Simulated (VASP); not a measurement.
Set up this calculation in VASP 6.6.1, as the native input.

| Property | Result |
| --- | --- |
| Task | single point |
| Functional | PBEsol |
| Potentials or basis | VASP PAW PBE potentials, release 64 (Hf_pv, B) |
| Cutoff | 520 eV |
| k mesh | 18 × 18 × 18 |
| Occupations | gaussian, width 0.15 eV |
| Spin | no spin polarisation |
| Dipole correction | no |
| Further INCAR settings | ALGO = Normal; EDIFF = 1e-07; NBANDS = 14 |

The structure of HfB lies in POSCAR:

```
HfB
1.0
    0.0000000000      2.3128875000      2.3128875000
    2.3100000000      0.0028875000      2.3100000000
    2.3100000000      2.3100000000      0.0028875000
Hf B
1 1
Direct
    0.5000000000      0.5000000000      0.5000000000
    0.0000000000      0.0000000000      0.0000000000
```

This cell differs from its parent crystal: strain +0.0025 x Voigt [0, 0, 0, 1, 0, 0].

The input as run:

INCAR

```
PREC = Accurate ; ENCUT = 520
EDIFF = 1E-7 ; ISMEAR = 0
SIGMA = 0.15 ; LREAL = F
LASPH = T ; NELM = 100
ALGO = Normal ; ISIF = 2
LWAVE = F ; LCHARG = F
GGA = PS ; NBANDS = 14
```

KPOINTS

```
regular mesh
0
Gamma
  18 18 18
```

Potentials or basis: VASP PAW PBE potentials, release 64 (Hf_pv, B).

Run with:

```console
$ cat potpaw_PBE.64/Hf_pv/POTCAR potpaw_PBE.64/B/POTCAR > POTCAR
$ mpirun -np 1 vasp_std > vasp.out
```

Results of the run:

| Quantity | Value |
| --- | --- |
| Pressure | 24.6 GPa |
| Band gap on the k mesh | zero (an odd number of electrons rules out a gap without spin polarisation) |

Caveat: the cell differs from its parent crystal (strain +0.0025 x Voigt [0, 0, 0, 1, 0, 0]); the cell stands under pressure; the PAW data sets were made with another functional, which shifts forces and pressure a little; spin-orbit coupling is left out, which moves the levels of the heavy elements.

It took 62 s on 1 thread of Intel(R) Xeon(R) 6975P-C (Granite Rapids) (shared host), peak memory 0.4 GiB.
